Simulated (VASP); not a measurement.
# Ge3N (P6_3/mcm) in VASP: further runs

Runs on Ge3N. Level: PBE. Tasks: single point, relaxation of cell and atoms.

All numbers are computed with VASP 6.6.1; they aren't measurements. Logs are shortened: lines on timing, memory, paths and dates and some standing lists are left out, and cuts for length are marked.

### 1 The cell of the first run

The structure is hexagonal, space group P6_3/mcm (No. 193). Conventional cell: a = 5.481 Å, b = 5.481 Å, c = 4.997 Å, α = 90.00°, β = 90.00°, γ = 120.00°. Ge (site symmetry m2m) has 2 N at 2.14 Å within 2.8 Å. N (site symmetry -3m) has 6 Ge at 2.14 Å and 2 N at 2.50 Å within 2.8 Å.

The cell was generated, and may not be a known phase.

### 2 Single point, PBE

INCAR reads:

```
ALGO = Normal
EDIFF = 1E-7
ENCUT = 520
GGA = PE
ISIF = 2
ISMEAR = 0
LASPH = T
LCHARG = T
LELF = T
LREAL = F
LVHAR = T
LWAVE = F
NBANDS = 57
NELM = 100
PREC = Accurate
SIGMA = 0.1
```

KPOINTS reads:

```
k-points
0
Gamma
  6 6 4
```

POSCAR reads:

```
Ge3N
1.0
    5.4812569400      0.0000000000      0.0000000000
   -2.7406284700      4.7469077500      0.0000000000
    0.0000000000      0.0000000000      4.9966504800
Ge N
6 2
Direct
    0.3170500100      0.0000000000      0.2500000000
    0.3170500100      0.3170500100      0.7500000000
    0.0000000000      0.3170500100      0.2500000000
    0.6829499900      0.0000000000      0.7500000000
    0.6829499900      0.6829499900      0.2500000000
    0.0000000000      0.6829499900      0.7500000000
    0.0000000000      0.0000000000      0.0000000000
    0.0000000000      0.0000000000      0.5000000000
```

Potentials or basis: VASP PAW PBE potentials, release 64 (Ge_d, N).

Command:

```sh
cat potpaw_PBE.64/Ge_d/POTCAR potpaw_PBE.64/N/POTCAR > POTCAR
mpirun -np 1 vasp_std > vasp.out
```

OUTCAR:

```text
EDIFF = 1E-7
   ENCUT = 520
   GGA = PE
   ISIF = 2
   ISMEAR = 0
   LASPH = T
   LREAL = F
   NELM = 100
   PREC = Accurate

 ion  position               nearest neighbor table
   1  0.317  0.000  0.250-   7 2.14   8 2.14
   2  0.317  0.317  0.750-   7 2.14   8 2.14
   3  0.000  0.317  0.250-   7 2.14   8 2.14
   4  0.683  0.000  0.750-   7 2.14   8 2.14
   5  0.683  0.683  0.250-   7 2.14   8 2.14
   6  0.000  0.683  0.750-   7 2.14   8 2.14
   7  0.000  0.000  0.000-   2 2.14   3 2.14   5 2.14   6 2.14   1 2.14   4 2.14
   8  0.000  0.000  0.500-   2 2.14   3 2.14   5 2.14   6 2.14   1 2.14   4 2.14

  LATTYP: Found a hexagonal cell.
 ALAT       =     5.4812569400
 C/A-ratio  =     0.9115884431

  Lattice vectors:

 A1 = (   5.4812569400,   0.0000000000,   0.0000000000)
 A2 = (  -2.7406284700,   4.7469077500,   0.0000000000)
 A3 = (   0.0000000000,   0.0000000000,   4.9966504800)

Analysis of symmetry for initial positions (statically):
=====================================================================
 Subroutine PRICEL returns:
 Original cell was already a primitive cell.

 Routine SETGRP: Setting up the symmetry group for a
 hexagonal supercell.

 Subroutine GETGRP returns: Found 24 space group operations
 (whereof 12 operations were pure point group operations)
 out of a pool of 24 trial point group operations.

The static configuration has the point symmetry D_3d.
 The point group associated with its full space group is D_6h.

Analysis of symmetry for dynamics (positions and initial velocities):
=====================================================================
 Subroutine PRICEL returns:
 Original cell was already a primitive cell.

 Routine SETGRP: Setting up the symmetry group for a
 hexagonal supercell.

 Subroutine GETGRP returns: Found 24 space group operations
 (whereof 12 operations were pure point group operations)
 out of a pool of 24 trial point group operations.

The dynamic configuration has the point symmetry D_3d.
 The point group associated with its full space group is D_6h.

 Subroutine INISYM returns: Found 24 space group operations
 (whereof 12 operations are pure point group operations),
 and found     1 'primitive' translations

----------------------------------------------------------------------------------------

                                     Primitive cell

  volume of cell :     130.0080

  direct lattice vectors                    reciprocal lattice vectors
     5.481256940  0.000000000  0.000000000     0.182439906  0.105331729  0.000000000
    -2.740628470  4.746907750  0.000000000     0.000000000  0.210663458  0.000000000
     0.000000000  0.000000000  4.996650480     0.000000000  0.000000000  0.200134071

  length of vectors
     5.481256940  5.481256936  4.996650480     0.210663458  0.210663458  0.200134071

  position of ions in fractional coordinates (direct lattice)
     0.317050010  0.000000000  0.250000000
     0.317050010  0.317050010  0.750000000
     1.000000000  0.317050010  0.250000000
     0.682949990  0.000000000  0.750000000
     0.682949990  0.682949990  0.250000000
     1.000000000  0.682949990  0.750000000
     0.000000000  0.000000000  0.000000000
     0.000000000  0.000000000  0.500000000

  ion indices of the primitive-cell ions
   primitive index   ion index
                 1           1
                 2           2
                 3           3
                 4           4
                 5           5
                 6           6
                 7           7
                 8           8

----------------------------------------------------------------------------------------

 KPOINTS: k-points

Automatic generation of k-mesh.
 Grid dimensions read from file:
 generate k-points for:    6    6    4

 Generating k-lattice:

  Cartesian coordinates                     Fractional coordinates (reciprocal lattice)
     0.030406651  0.017555288  0.000000000     0.166666667  0.000000000  0.000000000
     0.000000000  0.035110576  0.000000000     0.000000000  0.166666667  0.000000000
     0.000000000  0.000000000  0.050033518     0.000000000  0.000000000  0.250000000

  Length of vectors
     0.035110576  0.035110576  0.050033518

  Shift w.r.t. Gamma in fractional coordinates (k-lattice)
     0.000000000  0.000000000  0.000000000

 Subroutine IBZKPT returns following result:
 ===========================================

 Found     21 irreducible k-points:

 Following reciprocal coordinates:
            Coordinates               Weight
  0.000000  0.000000  0.000000      1.000000
  0.166667 -0.000000  0.000000      6.000000
  0.333333  0.000000  0.000000      6.000000
  0.500000 -0.000000  0.000000      3.000000
  0.166667  0.166667  0.000000      6.000000
  0.333333  0.166667  0.000000     12.000000
[... 13 lines left out ...]
  0.333333  0.166667  0.500000     12.000000
  0.333333  0.333333  0.500000      2.000000
[... 33 lines left out ...]
   ISMEAR =     0;   SIGMA  =   0.10  broadening in eV -4-tet -1-fermi 0-gaus
   EFERMI_NEDOS =   21; number of points for ismear=-14 and -15
   IALGO  =     38    algorithm
   IMIX   =      4    mixing-type and parameters
     AMIX     =   0.40;   BMIX     =  1.00
     AMIX_MAG =   1.60;   BMIX_MAG =  1.00
  volume/ion in A,a.u.               =      16.25       109.67
  Fermi-wavevector in a.u.,A,eV,Ry     =   1.469358  2.776683 29.375134  2.159011
  Thomas-Fermi vector in A             =   2.584745
   LORBIT       =      0    0 simple, 1 ext, 2 COOP (PROOUT), +10 PAW based schemes
   GGA     = PE    functional components
   LHFCALC =     F    Hartree Fock is set to
   AEXX    =    0.0000 exact exchange contribution
   IVDW    =     0    specifies the selected vdW correction
   LEPSILON=     F    determine dielectric tensor
   LRPA    =     F    only Hartree local field effects (RPA)
 non-spin polarized calculation
 Gauss-broadening in eV      SIGMA  =   0.10
  energy-cutoff  :      520.00
  volume of cell :      130.01
 maximum number of plane-waves:      3528
 NGX is ok and might be reduce to    42
   NGX = 21   NGY = 21   NGZ = 19

 number of electron      93.9999973 magnetization

 Free energy of the ion-electron system (eV)
  ---------------------------------------------------
  ext. energy  EPLUGINS =         0.00000000
  ---------------------------------------------------
  free energy    TOTEN  =       -37.41909683 eV

  energy without entropy =      -37.38664563  energy(sigma->0) =      -37.40287123

 E-fermi :   6.5687     XC(G=0): -11.2016

 val. band max:        6.5641814209   @ k =   0.1667   0.1667   0.5000
 cond. band min:       6.5784376386   @ k =   0.3333   0.0000   0.2500
 fundamental gap:      0.0142562177
 Fermi energy:         6.5686640166

 k-point     1 :       0.0000    0.0000    0.0000
  band No.  band energies     occupation
      1     -18.3707      2.00000
      2     -18.2857      2.00000
      3     -18.2809      2.00000
      4     -18.2765      2.00000
      5     -18.2686      2.00000
      6     -18.2686      2.00000
[... 49 lines left out ...]
     56      11.5058      0.00000
     57      11.9605      0.00000

 k-point     2 :       0.1667   -0.0000    0.0000
  band No.  band energies     occupation
      1     -18.3671      2.00000
      2     -18.2885      2.00000
      3     -18.2839      2.00000
      4     -18.2745      2.00000
      5     -18.2728      2.00000
      6     -18.2712      2.00000
[... 49 lines left out ...]
     56      11.3328      0.00000
     57      11.8848      0.00000

 k-point     3 :       0.3333    0.0000    0.0000
  band No.  band energies     occupation
      1     -18.3588      2.00000
      2     -18.3030      2.00000
      3     -18.2815      2.00000
      4     -18.2785      2.00000
      5     -18.2752      2.00000
      6     -18.2726      2.00000
[... 1014 lines left out ...]
      1     -18.3271      2.00000
      2     -18.3271      2.00000
      3     -18.2855      2.00000
      4     -18.2855      2.00000
      5     -18.2800      2.00000
      6     -18.2800      2.00000
[... 49 lines left out ...]
     56      10.5465      0.00000
     57      12.5443      0.00000

 k-point    21 :       0.3333    0.3333    0.5000
  band No.  band energies     occupation
      1     -18.3286      2.00000
      2     -18.3286      2.00000
      3     -18.2819      2.00000
      4     -18.2819      2.00000
      5     -18.2819      2.00000
      6     -18.2819      2.00000
[... 49 lines left out ...]
     56      10.4547      0.00000
     57      13.0868      0.00000

------------------------ aborting loop because EDIFF is reached ----------------------------------------

  FORCE on cell =-STRESS in cart. coord.  units (eV):
  Direction    XX          YY          ZZ          XY          YZ          ZX
  --------------------------------------------------------------------------------------
  -------------------------------------------------------------------------------------
  Total        2.7142346      2.7142346     12.5182080      0.0000000      0.0000000     -0.0000000
  in kB       33.4493772     33.4493771    154.2704765      0.0000000      0.0000000     -0.0000000
  external PRESSURE =      73.7230769 kB  Pullay stress =       0.0000000 kB

 VOLUME and BASIS-vectors are now :
 -----------------------------------------------------------------------------
  energy-cutoff  :      520.00
  volume of cell :      130.01
      direct lattice vectors                 reciprocal lattice vectors
     5.481256940  0.000000000  0.000000000     0.182439906  0.105331729  0.000000000
    -2.740628470  4.746907750  0.000000000     0.000000000  0.210663458  0.000000000
     0.000000000  0.000000000  4.996650480     0.000000000  0.000000000  0.200134071

 POSITION                                       TOTAL-FORCE (eV/Angst)
 -----------------------------------------------------------------------------------
      1.73783      0.00000      1.24916         0.567027      0.000000      0.000000
      0.86892      1.50501      3.74749         0.283513      0.491059      0.000000
     -0.86892      1.50501      1.24916        -0.283513      0.491059     -0.000000
      3.74342      0.00000      3.74749        -0.567027      0.000000     -0.000000
      1.87171      3.24190      1.24916        -0.283513     -0.491059     -0.000000
     -1.87171      3.24190      3.74749         0.283513     -0.491059      0.000000
      0.00000      0.00000      0.00000        -0.000000      0.000000      0.000000
      0.00000      0.00000      2.49833        -0.000000      0.000000      0.000000
 -----------------------------------------------------------------------------------
    total drift:                                0.000000      0.000000     -0.000000

  FREE ENERGIE OF THE ION-ELECTRON SYSTEM (eV)
  ---------------------------------------------------
  free  energy   TOTEN  =       -37.4190968292 eV

  energy  without entropy=      -37.3866456343  energy(sigma->0) =      -37.40287123
```

It took 3.4 min on 1 thread of AMD EPYC 9R14 (Zen 4), shared host; peak memory 0.27 GiB.

Results:

```yaml
Free_energy: -37.4191 eV
Pressure: 7.4 GPa
Largest_force: 0.567 eV/Å
Band_gap_on_the_k_mesh: zero (bands 47 and 48 overlap by 2.18 eV)
```

Forces on the atoms (eV/Å):
```
Ge   0.567  0.000  0.000
Ge   0.284  0.491  0.000
Ge  -0.284  0.491  0.000
Ge  -0.567  0.000  0.000
Ge  -0.284 -0.491  0.000
Ge   0.284 -0.491  0.000
N    0.000  0.000  0.000
N    0.000  0.000  0.000
```

Caveat: the stress differs along the axes, from 3 to 15 GPa.

### 3 Single point, PBE

This run uses another cell than the first one, of 16.47 Å³/atom.

INCAR reads:

```
SYSTEM = Ge3N
ALGO     = Normal         ! electronic algorithm
EDIFF    = 1E-7           ! SCF threshold, eV
ENCUT    = 520            ! plane-wave cutoff, eV
GGA      = PE             ! functional
ISIF     = 2              ! what is computed and relaxed
ISMEAR   = 0              ! smearing method
LASPH    = .True.         ! aspherical terms in the spheres
LCHARG   = .True.         ! write CHGCAR
LELF     = .True.         ! ELF
LREAL    = .False.        ! projectors in reciprocal space
LVHAR    = .True.       
LWAVE    = .False.        ! write WAVECAR
NBANDS   = 57             ! bands
NELM     = 100            ! most SCF steps
PREC     = Accurate       ! precision mode
SIGMA    = 0.1            ! smearing width, eV
```

KPOINTS reads:

```
k-points
0
Gamma
  6 6 4
  0 0 0
```

POSCAR reads:

```
Ge3N
1.0
    5.1116213114      0.0000000000      0.0000000000
   -2.5558106557      4.4267939102      0.0000000000
    0.0000000000      0.0000000000      5.8220047602
Ge N
6 2
Direct
    0.3386472252      0.0000000000      0.2500000000
    0.3386472252      0.3386472252      0.7500000000
    0.0000000000      0.3386472252      0.2500000000
    0.6613527748      0.0000000000      0.7500000000
    0.6613527748      0.6613527748      0.2500000000
    0.0000000000      0.6613527748      0.7500000000
    0.0000000000      0.0000000000      0.0000000000
    0.0000000000      0.0000000000      0.5000000000
```

Potentials or basis: VASP PAW PBE potentials, release 64 (Ge_d, N).

Command:

```sh
cat potpaw_PBE.64/Ge_d/POTCAR potpaw_PBE.64/N/POTCAR > POTCAR
mpirun -np 1 vasp_std > vasp.out
```

Wall time 3.4 min (1 thread of AMD EPYC 9R14 (Zen 4), shared host); peak memory 0.28 GiB.

It converged, with:

- Free energy: -38.1965 eV
- Pressure: -0.1 GPa
- Largest force: 0.022 eV/Å
- Band gap on the k mesh: zero (bands 47 and 48 overlap by 2.60 eV)

Forces in eV/Å, atoms in the order of the input:
```
Ge   0.022  0.000  0.000
Ge   0.011  0.019  0.000
Ge  -0.011  0.019  0.000
Ge  -0.022  0.000  0.000
Ge  -0.011 -0.019  0.000
Ge   0.011 -0.019  0.000
N    0.000  0.000  0.000
N    0.000  0.000  0.000
```

Stress tensor (GPa, compression positive):
```
-0.12  0.00  0.00
 0.00 -0.12  0.00
 0.00  0.00 -0.04
```

Levels at points of the mesh, in eV from the Fermi level:
| k point | band 44 | band 45 | band 46 | band 47 | band 48 | band 49 | band 50 | band 51 |
| --- | --- | --- | --- | --- | --- | --- | --- | --- |
| (0.00, 0.00, 0.00) | -2.62 | -2.41 | -2.41 | -2.05 | -2.05 | -1.09 | 0.83 | 0.83 |
| (0.50, 0.00, 0.00) | -2.55 | -2.36 | -1.50 | 0.25 | 0.49 | 1.18 | 2.33 | 2.68 |
| (0.00, 0.00, 0.50) | -4.22 | -2.51 | -2.51 | 0.55 | 0.55 | 0.62 | 0.62 | 0.62 |
| (0.50, 0.00, 0.50) | -2.29 | -0.68 | -0.68 | 0.11 | 0.11 | 1.72 | 1.72 | 1.87 |

### 4 Relaxation of cell and atoms, PBE

INCAR reads:

```
ALGO     = Normal         # electronic algorithm
EDIFF    = 1E-7           # SCF threshold, eV
EDIFFG   = -0.04          # ionic threshold
ENCUT    = 600            # plane-wave cutoff, eV
GGA      = PE             # functional
IBRION   = 2              # ionic algorithm
ISIF     = 3              # what is computed and relaxed
ISMEAR   = 0              # smearing method
LASPH    = True           # aspherical terms in the spheres
LCHARG   = False          # write CHGCAR
LREAL    = False          # projectors in reciprocal space
LWAVE    = False          # write WAVECAR
NELM     = 80             # most SCF steps
NSW      = 90             # ionic steps
PREC     = Accurate       # precision mode
SIGMA    = 0.1            # smearing width, eV
```

KPOINTS reads:

```
k-points
0
Gamma
  6 6 4
```

POSCAR reads:

```
Ge3N
1.0
    5.4812569400      0.0000000000      0.0000000000
   -2.7406284700      4.7469077500      0.0000000000
    0.0000000000      0.0000000000      4.9966504800
Ge N
6 2
Direct
    0.3170500100      0.0000000000      0.2500000000
    0.3170500100      0.3170500100      0.7500000000
    0.0000000000      0.3170500100      0.2500000000
    0.6829499900      0.0000000000      0.7500000000
    0.6829499900      0.6829499900      0.2500000000
    0.0000000000      0.6829499900      0.7500000000
    0.0000000000      0.0000000000      0.0000000000
    0.0000000000      0.0000000000      0.5000000000
```

Command:

```sh
cat potpaw_PBE.64/Ge_d/POTCAR potpaw_PBE.64/N/POTCAR > POTCAR
mpirun -np 1 vasp_std > vasp.out
```

Run time: 62 min. Hardware: 1 thread of AMD EPYC 9R14 (Zen 4), shared host; peak memory 0.35 GiB.

It converged, with:

* Free energy: -38.1983 eV
* Relaxed volume: 16.41 Å³/atom
* Relaxed cell: a = 5.105 Å, b = 5.105 Å, c = 5.818 Å, α = 90.00°, β = 90.00°, γ = 120.00°
* Space group after relaxing (to 0.1 Å): P6_3/mcm (No. 193)
* Energy gained by relaxing: 96.9 meV/atom
* Ionic steps: 23
* Pressure after relaxing: 0.0 GPa
* Largest force after relaxing: 0.006 eV/Å
* Band gap on the k mesh: zero (bands 47 and 48 overlap by 2.59 eV)

Forces in eV/Å, atoms in the order of the input:
```
Ge   0.006  0.000  0.000
Ge   0.003  0.005  0.000
Ge  -0.003  0.005  0.000
Ge  -0.006  0.000  0.000
Ge  -0.003 -0.005  0.000
Ge   0.003 -0.005  0.000
N    0.000  0.000  0.000
N    0.000  0.000  0.000
```

Stress tensor (GPa, compression positive):
```
 0.03  0.00  0.00
 0.00  0.03  0.00
 0.00  0.00 -0.13
```

Step by step:
```tsv
step	energy change (eV)	largest force (eV/Å)	pressure (GPa)	volume (Å³)
1	0.0000	0.5669	7.36	130.01
2	-0.4503	0.3078	-3.07	144.42
3	-0.4589	0.2117	-2.05	142.52
4	-0.6049	0.0442	-0.96	140.70
5	-0.6236	0.1711	-0.39	139.87
6	-0.6259	0.2276	-0.12	139.52
7	-0.6260	0.2434	-0.04	139.42
8	-0.6434	0.1764	-0.53	139.09
9	-0.6835	0.0353	-1.80	138.09
10	-0.6879	0.3615	-3.48	135.97
11	-0.7005	0.1263	-2.73	137.11
12	-0.7059	0.1326	-2.66	136.72
13	-0.7211	0.1553	-2.46	135.58
14	-0.7446	0.2180	-1.90	133.29
15	-0.7094	0.4120	-0.11	128.74
16	-0.7496	0.2441	-1.59	132.39
17	-0.7501	0.2568	-1.48	132.06
18	-0.7578	0.2105	-1.16	131.74
19	-0.7709	0.0667	-0.16	130.75
20	-0.7717	0.0166	0.18	130.43
21	-0.7724	0.0143	0.15	130.52
22	-0.7740	0.0072	0.10	130.78
23	-0.7748	0.0061	-0.02	131.30
```

Final structure:
```
Ge N
1.0
     5.10475    0.00000    0.00000
    -2.55238    4.42085    0.00000
     0.00000    0.00000    5.81800
Ge N
6 2
Direct
  0.33932 0.00000 0.25000
  0.33932 0.33932 0.75000
  0.00000 0.33932 0.25000
  0.66068 0.00000 0.75000
  0.66068 0.66068 0.25000
  0.00000 0.66068 0.75000
  0.00000 0.00000 0.00000
  0.00000 0.00000 0.50000
```

Levels at points of the mesh, in eV from the Fermi level:
| k point | band 43 | band 44 | band 45 | band 46 | band 47 | band 48 | band 49 | band 50 | band 51 | band 52 |
| --- | --- | --- | --- | --- | --- | --- | --- | --- | --- | --- |
| (0.00, 0.00, 0.00) | -3.42 | -2.60 | -2.42 | -2.42 | -2.05 | -2.05 | -1.12 | 0.82 | 0.82 | 2.09 |
| (0.50, 0.00, 0.00) | -2.71 | -2.53 | -2.35 | -1.52 | 0.26 | 0.49 | 1.19 | 2.34 | 2.68 | 2.73 |
| (0.00, 0.00, 0.50) | -4.23 | -4.23 | -2.54 | -2.54 | 0.54 | 0.54 | 0.63 | 0.63 | 0.63 | 0.63 |
| (0.50, 0.00, 0.50) | -2.28 | -2.28 | -0.68 | -0.68 | 0.11 | 0.11 | 1.73 | 1.73 | 1.87 | 1.87 |

Caveat: a cell axis changed by over 15 % at a fixed basis, so the end point is rough.

### 5 The runs side by side

```csv
task,cell,cutoff (eV),gap on the mesh (eV),pressure (GPa),largest force (eV/Å)
single point,"a = 5.481, b = 5.481, c = 4.997 Å, angles 90.0, 90.0, 120.0°, 8 atoms, atomic positions A",520,none,7.4,0.57
single point,"a = 5.112, b = 5.112, c = 5.822 Å, angles 90.0, 90.0, 120.0°, 8 atoms, atomic positions B",520,none,-0.1,0.02
relaxation of cell and atoms,"relaxed from a = 5.481, b = 5.481, c = 4.997 Å, angles 90.0, 90.0, 120.0°, 8 atoms, atomic positions A",600,none,0.0,0.01
```

Alike in all rows: level PBE; potentials or basis VASP PAW PBE potentials, release 64 (Ge_d, N); no spin polarisation; k mesh 6 × 6 × 4; smearing gaussian 0.1 eV.

Caveats: the stress differs along the axes, from 3 to 15 GPa (at least some runs); a cell axis changed by over 15 % at a fixed basis, so the end point is rough (at least some runs).

Absolute energies hang on the potentials; compare differences alone.

The gap in the log of VASP goes by the Fermi energy; the results here count the filled bands.